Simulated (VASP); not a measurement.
# InP (F-43m) in VASP: notebook

The runs below take InP through relaxation of cell and atoms, single point, with RPBE+D4, PBEsol+D4, PBE, PBEsol.

Everything below comes from runs of VASP 6.6.1. Logs are shortened: lines on timing, memory, paths and dates and some standing lists are left out, and cuts for length are marked.

### Step 1. The cell of the first run

The structure is cubic, space group F-43m (No. 216). The conventional cell has a = 5.861 Å, b = 5.861 Å, c = 5.861 Å, α = 90.00°, β = 90.00°, γ = 90.00°. Within 3.3 Å of In (site symmetry -43m) lie 4 P at 2.54 Å. Within 3.3 Å of P (site symmetry -43m) lie 4 In at 2.54 Å.

### Step 2. Relaxation of cell and atoms, RPBE+D4

Input file INCAR:

```
  PREC = Accurate
  ENCUT = 600
  EDIFF = 1E-7
  ISMEAR = -1
  SIGMA = 0.05
  LREAL = F
  LASPH = T
  NELM = 100
  ALGO = Normal
  ISIF = 3
  LWAVE = F
  LCHARG = F
  GGA = RP
  IVDW = 13
  IBRION = 2
  NSW = 80
  EDIFFG = -0.01
```

Input file KPOINTS:

```
Automatic mesh
0
Gamma
  8 8 8
```

Input file POSCAR:

```
InP
1.0
    0.0000000000      2.9305000000      2.9305000000
    2.9305000000      0.0000000000      2.9305000000
    2.9305000000      2.9305000000      0.0000000000
In P
1 1
Direct
    0.0000000000      0.0000000000      0.0000000000
    0.7500000000      0.7500000000      0.7500000000
```

Potentials or basis: VASP PAW PBE potentials, release 64 (In_d, P).

Started as:

```sh
> cat potpaw_PBE.64/In_d/POTCAR potpaw_PBE.64/P/POTCAR > POTCAR
> mpirun -np 1 vasp_std > vasp.out
```

OUTCAR:

```text
PREC = Accurate
   ENCUT = 600
   EDIFF = 1E-7
   ISMEAR = -1
   LREAL = F
   LASPH = T
   NELM = 100
   ISIF = 3
   GGA = RP
   IVDW = 13
   IBRION = 2
   NSW = 80
   EDIFFG = -0.01

 ion  position               nearest neighbor table
   1  0.000  0.000  0.000-   2 2.54   2 2.54   2 2.54   2 2.54
   2  0.750  0.750  0.750-   1 2.54   1 2.54   1 2.54   1 2.54

  LATTYP: Found a face centered cubic cell.
 ALAT       =     5.8610000000

  Lattice vectors:

 A1 = (   0.0000000000,   2.9305000000,   2.9305000000)
 A2 = (   2.9305000000,   0.0000000000,   2.9305000000)
 A3 = (   2.9305000000,   2.9305000000,   0.0000000000)

Analysis of symmetry for initial positions (statically):
=====================================================================
 Subroutine PRICEL returns:
 Original cell was already a primitive cell.

 Routine SETGRP: Setting up the symmetry group for a
 face centered cubic supercell.

 Subroutine GETGRP returns: Found 24 space group operations
 (whereof 24 operations were pure point group operations)
 out of a pool of 48 trial point group operations.

The static configuration has the point symmetry T_d .

Analysis of symmetry for dynamics (positions and initial velocities):
=====================================================================
 Subroutine PRICEL returns:
 Original cell was already a primitive cell.

 Routine SETGRP: Setting up the symmetry group for a
 face centered cubic supercell.

 Subroutine GETGRP returns: Found 24 space group operations
 (whereof 24 operations were pure point group operations)
 out of a pool of 48 trial point group operations.

The dynamic configuration has the point symmetry T_d .

 Subroutine INISYM returns: Found 24 space group operations
 (whereof 24 operations are pure point group operations),
 and found     1 'primitive' translations

----------------------------------------------------------------------------------------

                                     Primitive cell

  volume of cell :      50.3333

  direct lattice vectors                    reciprocal lattice vectors
     0.000000000  2.930500000  2.930500000    -0.170619348  0.170619348  0.170619348
     2.930500000  0.000000000  2.930500000     0.170619348 -0.170619348  0.170619348
     2.930500000  2.930500000  0.000000000     0.170619348  0.170619348 -0.170619348

  length of vectors
     4.144352845  4.144352845  4.144352845     0.295521380  0.295521380  0.295521380

  position of ions in fractional coordinates (direct lattice)
     0.000000000  0.000000000  0.000000000
     0.750000000  0.750000000  0.750000000

  ion indices of the primitive-cell ions
   primitive index   ion index
                 1           1
                 2           2

----------------------------------------------------------------------------------------

 KPOINTS: Automatic mesh

Automatic generation of k-mesh.
 Grid dimensions read from file:
 generate k-points for:    8    8    8

 Generating k-lattice:

  Cartesian coordinates                     Fractional coordinates (reciprocal lattice)
    -0.021327419  0.021327419  0.021327419     0.125000000  0.000000000  0.000000000
     0.021327419 -0.021327419  0.021327419     0.000000000  0.125000000  0.000000000
     0.021327419  0.021327419 -0.021327419     0.000000000  0.000000000  0.125000000

  Length of vectors
     0.036940172  0.036940172  0.036940172

  Shift w.r.t. Gamma in fractional coordinates (k-lattice)
     0.000000000  0.000000000  0.000000000

 Subroutine IBZKPT returns following result:
 ===========================================

 Found     29 irreducible k-points:

 Following reciprocal coordinates:
            Coordinates               Weight
  0.000000  0.000000  0.000000      1.000000
  0.125000  0.000000  0.000000      8.000000
  0.250000  0.000000  0.000000      8.000000
  0.375000  0.000000  0.000000      8.000000
  0.500000  0.000000  0.000000      4.000000
  0.125000  0.125000  0.000000      6.000000
[... 16 lines left out ...]
  0.500000  0.250000  0.125000     48.000000
 -0.375000  0.250000  0.125000     24.000000
 [... further k-points ...]
   k-points           NKPTS =     29   k-points in BZ     NKDIM =     29   number of bands    NBANDS=     13
   number of dos      NEDOS =    301   number of ions     NIONS =      2
   total plane-waves  NPLWV =  46656
   dimension x,y,z NGX =    36 NGY =   36 NGZ =   36
   dimension x,y,z NGXF=    72 NGYF=   72 NGZF=   72
   ions per type =               1   1
   NGX,Y,Z   is equivalent  to a cutoff of  14.44, 14.44, 14.44 a.u.
   NGXF,Y,Z  is equivalent  to a cutoff of  28.88, 28.88, 28.88 a.u.
 SYSTEM =  unknown system
   PREC   = accura    normal or accurate (medium, high low for compatibility)
   ISTART =      0    job   : 0-new  1-cont  2-samecut
   ICHARG =      2    charge: 1-file 2-atom 10-const
   ISPIN  =      1    spin polarized calculation?
   LNONCOLLINEAR =      F non collinear calculations
   LSORBIT =      F    spin-orbit coupling
   LASPH  =      T    aspherical Exc in radial PAW
   ENCUT  =  600.0 eV  44.10 Ry    6.64 a.u.   8.28  8.28  8.28*2*pi/ulx,y,z
   NELM   =    100;   NELMIN=  2; NELMDL= -5     # of ELM steps
   EDIFF  = 0.1E-06   stopping-criterion for ELM
   LREAL  =      F    real-space projection
   EDIFFG = -.1E-01   stopping-criterion for IOM
   NSW    =     80    number of steps for IOM
   IBRION =      2    ionic relax: 0-MD 1-quasi-New 2-CG
   NFREE  =      1    steps in history (QN), initial steepest desc. (CG)
   ISIF   =      3    stress and relaxation
   ISYM   =      2    0-nonsym 1-usesym 2-fastsym
   POTIM  = 0.5000    time-step for ionic-motion
   TEBEG  =    0.0;   TEEND  =   0.0 temperature during run
   PSTRESS=    0.0 pullay stress
   NELECT =      18.0000    total number of electrons
   NUPDOWN=      -1.0000    fix difference up-down
   EMIN   =  10.00;   EMAX   =-10.00  energy-range for DOS
   EFERMI =   0.00;   METHOD = LEGACY
   ISMEAR =    -1;   SIGMA  =   0.05  broadening in eV -4-tet -1-fermi 0-gaus
   EFERMI_NEDOS =   21; number of points for ismear=-14 and -15
   IALGO  =     38    algorithm
   IMIX   =      4    mixing-type and parameters
     AMIX     =   0.40;   BMIX     =  1.00
     AMIX_MAG =   1.60;   BMIX_MAG =  1.00
  volume/ion in A,a.u.               =      25.17       169.83
  Fermi-wavevector in a.u.,A,eV,Ry     =   1.162021  2.195901 18.371846  1.350293
  Thomas-Fermi vector in A             =   2.298587
   LORBIT       =      0    0 simple, 1 ext, 2 COOP (PROOUT), +10 PAW based schemes
   GGA     = RP    functional components
   LHFCALC =     F    Hartree Fock is set to
   AEXX    =    0.0000 exact exchange contribution
   IVDW    =    13    specifies the selected vdW correction
   LEPSILON=     F    determine dielectric tensor
   LRPA    =     F    only Hartree local field effects (RPA)
 conjugate gradient relaxation of ions
 non-spin polarized calculation
  energy-cutoff  :      600.00
  volume of cell :       50.33
 maximum number of plane-waves:      1700
 NGX is ok and might be reduce to    36
   NGX = 17   NGY = 17   NGZ = 17

--------------------------------------- Ionic step        1  -------------------------------------------

 number of electron      17.9999998 magnetization

 Free energy of the ion-electron system (eV)
  ---------------------------------------------------
  ext. energy  EPLUGINS =         0.00000000
  ---------------------------------------------------
  free energy    TOTEN  =        -7.69228252 eV

  energy without entropy =       -7.69228099  energy(sigma->0) =       -7.69228176

------------------------ aborting loop because EDIFF is reached ----------------------------------------

  DFT-D4 for vdW energy calculation

  Edisp (eV):   -1.21316

  FORCE on cell =-STRESS in cart. coord.  units (eV):
  Direction    XX          YY          ZZ          XY          YZ          ZX
  --------------------------------------------------------------------------------------
  -------------------------------------------------------------------------------------
  Total       0.26001     0.26001     0.26001    -0.00000     0.00000    -0.00000
  in kB       8.27637     8.27637     8.27637    -0.00000     0.00000    -0.00000
  external pressure =        8.28 kB  Pullay stress =        0.00 kB
[... 61 lines left out ...]
  energy  without entropy=       -8.9066202748  energy(sigma->0) =       -8.90662221

--------------------------------------- Ionic step        3  -------------------------------------------

 number of electron      17.9999998 magnetization

 Free energy of the ion-electron system (eV)
  ---------------------------------------------------
  ext. energy  EPLUGINS =         0.00000000
  ---------------------------------------------------
  free energy    TOTEN  =        -7.71045307 eV

  energy without entropy =       -7.71045025  energy(sigma->0) =       -7.71045166

 E-fermi :   5.5750     XC(G=0):  -9.0533

 val. band max:        5.1548094179   @ k =   0.0000   0.0000   0.0000
 cond. band min:       5.9317997202   @ k =   0.0000   0.0000   0.0000
 fundamental gap:      0.7769903023
 Fermi energy:         5.5750473044

 k-point     1 :       0.0000    0.0000    0.0000
  band No.  band energies     occupation
      1      -9.0239      2.00000
      2      -9.0239      2.00000
      3      -9.0239      2.00000
      4      -8.8799      2.00000
      5      -8.8799      2.00000
      6      -6.2463      2.00000
      7       5.1548      1.99955
      8       5.1548      1.99955
      9       5.1548      1.99955
     10       5.9318      0.00159
     11       9.2925      0.00000
     12       9.2925      0.00000
     13       9.2925      0.00000
[... 353 lines left out ...]
 k-point    24 :      -0.3750    0.2500    0.1250
  band No.  band energies     occupation
      1      -9.1494      2.00000
      2      -8.9774      2.00000
      3      -8.9587      2.00000
      4      -8.8845      2.00000
      5      -8.8673      2.00000
      6      -4.2664      2.00000
      7      -0.2798      2.00000
      8       2.5425      2.00000
      9       3.5710      2.00000
     10       8.3586      0.00000
     11       9.4376      0.00000
     12      11.0596      0.00000
     13      12.4438      0.00000

 [... further k-points ...]

------------------------ aborting loop because EDIFF is reached ----------------------------------------

  DFT-D4 for vdW energy calculation

  Edisp (eV):   -1.19659

  FORCE on cell =-STRESS in cart. coord.  units (eV):
  Direction    XX          YY          ZZ          XY          YZ          ZX
  --------------------------------------------------------------------------------------
  -------------------------------------------------------------------------------------
  Total       0.00303     0.00303     0.00303    -0.00000     0.00000    -0.00000
  in kB       0.09525     0.09525     0.09525    -0.00000     0.00000    -0.00000
  external pressure =        0.10 kB  Pullay stress =        0.00 kB
[... 17 lines left out ...]
  FREE ENERGIE OF THE ION-ELECTRON SYSTEM (eV)
  ---------------------------------------------------
  free  energy   TOTEN  =        -8.9070391737 eV

  energy  without entropy=       -8.9070363532  energy(sigma->0) =       -8.90703776

 reached required accuracy - stopping structural energy minimisation
```

Wall time 34 s (1 thread of Intel Xeon 6975P-C (Granite Rapids), shared host); peak memory 0.22 GiB.

Results:

```yaml
Free_energy: -8.9070 eV
Relaxed_volume: 25.48 Å³/atom
Relaxed_cell: a = 4.161 Å, b = 4.161 Å, c = 4.161 Å, α = 60.00°, β = 60.00°, γ = 60.00°
Space_group_after_relaxing_to_0.05_Å: F-43m (No. 216)
Energy_gained_by_relaxing: 0.8 meV/atom
Ionic_steps: 3
Pressure_after_relaxing: 0.0 GPa
Band_gap_on_the_k_mesh: 0.78 eV, direct
Dispersion_energy_per_atom: -0.598 eV
```

The path:
| step | energy change (eV) | largest force (eV/Å) | pressure (GPa) | volume (Å³) |
| --- | --- | --- | --- | --- |
| 1 | 0.0000 | 0.0000 | 0.83 | 50.33 |
| 2 | -0.0012 | 0.0000 | -0.40 | 51.29 |
| 3 | -0.0016 | 0.0000 | 0.01 | 50.96 |

Final structure:
```
In P
1.0
     0.00000    2.94261    2.94261
     2.94261    0.00000    2.94261
     2.94261    2.94261    0.00000
In P
1 1
Direct
  0.00000 0.00000 0.00000
  0.75000 0.75000 0.75000
```

Levels at points of the mesh, in eV from the valence-band top:
```csv
k point,band 6,band 7,band 8,band 9,band 10,band 11,band 12,band 13
"(0.00, 0.00, 0.00)",-11.40,0.00,0.00,0.00,0.78,4.14,4.14,4.14
"(0.50, 0.00, 0.00)",-9.73,-5.61,-0.95,-0.95,1.57,4.86,4.86,7.25
"(0.50, 0.50, 0.00)",-9.09,-5.65,-2.26,-2.26,1.91,2.35,9.29,9.58
```

Caveat: the PAW data sets were made with another functional, which shifts forces and pressure a little; spin-orbit coupling is left out, which moves the levels of the heavy elements.

(Continued in part 2 of 2.)
